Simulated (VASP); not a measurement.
Write the native input for VASP 6.6.1 that does the following.

| Property | Result |
| --- | --- |
| Task | single point |
| Functional | PBE |
| Potentials or basis | VASP PAW PBE potentials, release 64 (Al, P) |
| Cutoff | 500 eV |
| k mesh | 6 × 6 × 6 |
| Occupations | gaussian, width 0.01 eV |
| Spin | no spin polarisation |
| Dipole correction | no |
| Further INCAR settings | ALGO = Normal; EDIFF = 1e-06; NBANDS = 11 |

The structure of AlP lies in POSCAR:

```
AlP
1.0
    0.0000000000      2.7331038598      2.7331038598
    2.7331038598      0.0000000000      2.7331038598
    2.7331038598      2.7331038598      0.0000000000
Al P
1 1
Direct
    0.0000000000      0.0000000000      0.0000000000
    0.2500000000      0.2500000000      0.2500000000
```

One way to write it, as run:

INCAR

```
SYSTEM = AlP
ALGO     = Normal         ! electronic algorithm
EDIFF    = 1E-6           ! SCF threshold, eV
ENCUT    = 500            ! plane-wave cutoff, eV
GGA      = PE             ! functional
GGA_COMPAT= .False.      
ISIF     = 2              ! what is computed and relaxed
ISMEAR   = 0              ! smearing method
LASPH    = .True.         ! aspherical terms in the spheres
LCHARG   = .True.         ! write CHGCAR
LELF     = .True.         ! ELF
LREAL    = .False.        ! projectors in reciprocal space
LVHAR    = .True.       
LWAVE    = .False.        ! write WAVECAR
NBANDS   = 11             ! bands
NELM     = 120            ! most SCF steps
PREC     = Accurate       ! precision mode
SIGMA    = 0.01           ! smearing width, eV
```

KPOINTS

```
k-points
0
Gamma
  6 6 6
  0 0 0
```

Potentials or basis: VASP PAW PBE potentials, release 64 (Al, P).

The run is started by

```sh
$ cat potpaw_PBE.64/Al/POTCAR potpaw_PBE.64/P/POTCAR > POTCAR
$ mpirun -np 1 vasp_std > vasp.out
```

It gave:

```
Pressure               : 1.9 GPa
Band gap on the k mesh : 1.58 eV, indirect (least direct gap 3.28 eV)
```

Wall time 4.4 s on 1 thread of Intel(R) Xeon(R) 6975P-C (Granite Rapids), with other jobs on the host, peak memory 0.14 GiB.
